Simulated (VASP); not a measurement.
# BN (P6_3/mmc) in VASP: a series of runs, part 2 of 2

VASP 6.6.1. Earlier steps stand in the parts before.

## (3) Relaxation of cell and atoms, PBEsol

This run uses another cell than the first one, of 9.60 Å³/atom, 1.010 times its volume.

Contents of INCAR:

```
SYSTEM = BN
  ALGO = Normal
  EDIFF = 1E-7
  EDIFFG = -0.005
  ENCUT = 600
  GGA = PS
  IBRION = 2
  ISIF = 3
  ISMEAR = 0
  LASPH = .TRUE.
  LCHARG = .FALSE.
  LREAL = .FALSE.
  LWAVE = .FALSE.
  NELM = 60
  NSW = 100
  PREC = Accurate
  SIGMA = 0.02
```

Contents of KPOINTS:

```
k-points
0
G
  12 12 4
  0 0 0
```

Contents of POSCAR:

```
BN
1.0
    2.5043313854      0.0000000000      0.0000000000
   -1.2521656927      2.1688145992      0.0000000000
    0.0000000000      0.0000000000      7.0727237489
B N
2 2
Direct
    0.3333333333      0.6666666667      0.2500000000
    0.6666666667      0.3333333333      0.7500000000
    0.3333333333      0.6666666667      0.7500000000
    0.6666666667      0.3333333333      0.2500000000
```

Potentials or basis: VASP PAW PBE potentials, release 64 (B, N).

Run with:

```
$ cat potpaw_PBE.64/B/POTCAR potpaw_PBE.64/N/POTCAR > POTCAR
$ mpirun -np 1 vasp_std > vasp.out
```

It took 65 s on 1 thread of Intel Xeon Platinum 8488C (Sapphire Rapids), shared host; peak memory 0.17 GiB.

Results (log left out):

```yaml
Free_energy: -36.5790 eV
Relaxed_volume: 9.35 Å³/atom
Relaxed_cell: a = 2.505 Å, b = 2.505 Å, c = 6.880 Å, α = 90.00°, β = 90.00°, γ = 120.00°
Space_group_after_relaxing_to_0.05_Å: P6_3/mmc (No. 194)
Energy_gained_by_relaxing: 0.3 meV/atom
Ionic_steps: 7
Pressure_after_relaxing: 0.0 GPa
Band_gap_on_the_k_mesh: 4.22 eV, indirect (least direct gap 4.59 eV)
```

Stress tensor (GPa, compression positive):
```
 0.05  0.00  0.00
 0.00  0.05  0.00
 0.00  0.00 -0.03
```

The path:
| step | energy change (eV) | largest force (eV/Å) | pressure (GPa) | volume (Å³) |
| --- | --- | --- | --- | --- |
| 1 | 0.0000 | 0.0000 | 0.09 | 38.42 |
| 2 | 0.0000 | 0.0000 | -0.46 | 38.44 |
| 3 | 0.0000 | 0.0000 | -0.20 | 38.43 |
| 4 | -0.0001 | 0.0000 | -0.19 | 38.38 |
| 5 | -0.0004 | 0.0000 | -0.17 | 38.24 |
| 6 | -0.0008 | 0.0000 | -0.11 | 37.96 |
| 7 | -0.0012 | 0.0000 | 0.03 | 37.39 |

Final structure:
```xyz
4
Lattice="2.5050 0.0000 0.0000 -1.2525 2.1694 0.0000 0.0000 0.0000 6.8797" Properties=species:S:1:pos:R:3 pbc="T T T"
B     0.0000    1.4462    1.7199
B     1.2525    0.7231    5.1598
N     0.0000    1.4462    5.1598
N     1.2525    0.7231    1.7199
```

Levels at points of the mesh, in eV from the valence-band top:
```csv
k point,band 6,band 7,band 8,band 9,band 10,band 11
"(0.00, 0.00, 0.00)",-1.31,-1.28,-1.28,4.86,9.75,11.51
"(0.50, 0.00, 0.00)",-4.08,-1.36,-0.51,4.22,5.44,9.41
"(0.00, 0.00, 0.50)",-1.29,-1.29,-1.29,7.07,7.07,11.55
"(0.50, 0.00, 0.50)",-4.11,-0.92,-0.92,4.66,4.66,9.82
```

Caveat: the PAW data sets were made with another functional, which shifts forces and pressure a little; this functional lacks dispersion, which binds the layers, so the pressure and a relaxed spacing across them are unreliable. A k mesh can miss the band edges.

## (4) Single point, PBEsol

This run uses another cell than the first one, of 6.78 Å³/atom, 0.713 times its volume.

Contents of INCAR:

```
SYSTEM = BN
PREC = Accurate
ENCUT = 520
EDIFF = 1E-7
ISMEAR = 0
SIGMA = 0.02
LREAL = .FALSE.
LASPH = .TRUE.
NELM = 60
ALGO = Normal
ISIF = 2
LWAVE = .FALSE.
LCHARG = .FALSE.
GGA = PS
NBANDS = 16
```

Contents of KPOINTS:

```
Automatic mesh
0
G
  12 12 4
  0 0 0
```

Contents of POSCAR:

```
BN
1.0
    2.4682425637      0.0000000000      0.0000000000
   -1.2341212819      2.1375607628      0.0000000000
    0.0000000000      0.0000000000      5.1400069724
B N
2 2
Direct
    0.3333333333      0.6666666667      0.2500000000
    0.6666666667      0.3333333333      0.7500000000
    0.3333333333      0.6666666667      0.7500000000
    0.6666666667      0.3333333333      0.2500000000
```

Potentials or basis: VASP PAW PBE potentials, release 64 (B, N).

Run with:

```
$ cat potpaw_PBE.64/B/POTCAR potpaw_PBE.64/N/POTCAR > POTCAR
$ mpirun -np 1 vasp_std > vasp.out
```

OUTCAR:

```text
SYSTEM = BN
   PREC = Accurate
   ENCUT = 520
   EDIFF = 1E-7
   ISMEAR = 0
   LREAL = .FALSE.
   LASPH = .TRUE.
   NELM = 60
   ISIF = 2
   GGA = PS

 ion  position               nearest neighbor table
   1  0.333  0.667  0.250-   4 1.43   4 1.43   4 1.43
   2  0.667  0.333  0.750-   3 1.43   3 1.43   3 1.43
   3  0.333  0.667  0.750-   2 1.43   2 1.43   2 1.43
   4  0.667  0.333  0.250-   1 1.43   1 1.43   1 1.43

  LATTYP: Found a hexagonal cell.
 ALAT       =     2.4682425637
 C/A-ratio  =     2.0824561767

  Lattice vectors:

[... 645 lines left out ...]
     16      23.8353      0.00000

 [... further k-points ...]
[... 5 lines left out ...]
  --------------------------------------------------------------------------------------
  -------------------------------------------------------------------------------------
  Total        4.3596016      4.3596016      4.2112008     -0.0000000     -0.0000000     -0.0000000
  in kB      257.5653114    257.5653114    248.7977914     -0.0000000     -0.0000000     -0.0000000
  external PRESSURE =     254.6428047 kB  Pullay stress =       0.0000000 kB

 VOLUME and BASIS-vectors are now :
 -----------------------------------------------------------------------------
  energy-cutoff  :      520.00
  volume of cell :       27.12
      direct lattice vectors                 reciprocal lattice vectors
     2.468242564  0.000000000  0.000000000     0.405146567  0.233911479  0.000000000
    -1.234121282  2.137560763  0.000000000     0.000000000  0.467822958  0.000000000
     0.000000000  0.000000000  5.140006972     0.000000000  0.000000000  0.194552265

 POSITION                                       TOTAL-FORCE (eV/Angst)
 -----------------------------------------------------------------------------------
     -0.00000      1.42504      1.28500         0.000000     -0.000000      0.000000
      1.23412      0.71252      3.85501        -0.000000      0.000000      0.000000
     -0.00000      1.42504      3.85501         0.000000      0.000000      0.000000
      1.23412      0.71252      1.28500        -0.000000      0.000000      0.000000
 -----------------------------------------------------------------------------------
    total drift:                                0.000000     -0.000000      0.000000

  FREE ENERGIE OF THE ION-ELECTRON SYSTEM (eV)
  ---------------------------------------------------
  free  energy   TOTEN  =       -36.0623448590 eV

  energy  without entropy=      -36.0623448590  energy(sigma->0) =      -36.06234486
```

It took 9.3 s on 1 thread of Intel Xeon 6975P-C (Granite Rapids), shared host; peak memory 0.14 GiB.

What came out:

```
Free energy            : -36.0623 eV
Pressure               : 25.5 GPa
Band gap on the k mesh : 3.75 eV, indirect (least direct gap 4.26 eV)
```

Caveat: the PAW data sets were made with another functional, which shifts forces and pressure a little. Expect the measured gap to be larger: semilocal functionals such as PBEsol lack the derivative discontinuity.

## (5) Overview

| task | cell | cutoff (eV) | gap on the mesh (eV) | pressure (GPa) |
| --- | --- | --- | --- | --- |
| relaxation of cell and atoms | relaxed to 1 GPa from a = 2.496, b = 2.496, c = 7.049 Å, angles 90.0, 90.0, 120.0°, 4 atoms | 600 | 4.14 | 0.9 |
| relaxation of cell and atoms | relaxed from a = 2.504, b = 2.504, c = 7.073 Å, angles 90.0, 90.0, 120.0°, 4 atoms | 600 | 4.22 | 0.0 |
| single point | a = 2.468, b = 2.468, c = 5.140 Å, angles 90.0, 90.0, 120.0°, 4 atoms | 520 | 3.75 | 25.5 |

Alike in all rows: level PBEsol; potentials or basis VASP PAW PBE potentials, release 64 (B, N); no spin polarisation; k mesh 12 × 12 × 4; smearing gaussian 0.02 eV.

Caveats: the PAW data sets were made with another functional, which shifts forces and pressure a little; this functional lacks dispersion, which binds the layers, so the pressure and a relaxed spacing across them are unreliable (some runs); the cell is relaxed towards a set pressure, so the enthalpy falls and the energy may rise (some runs).

Total energies depend on the potentials used, so only differences within one code and one set of settings carry meaning.
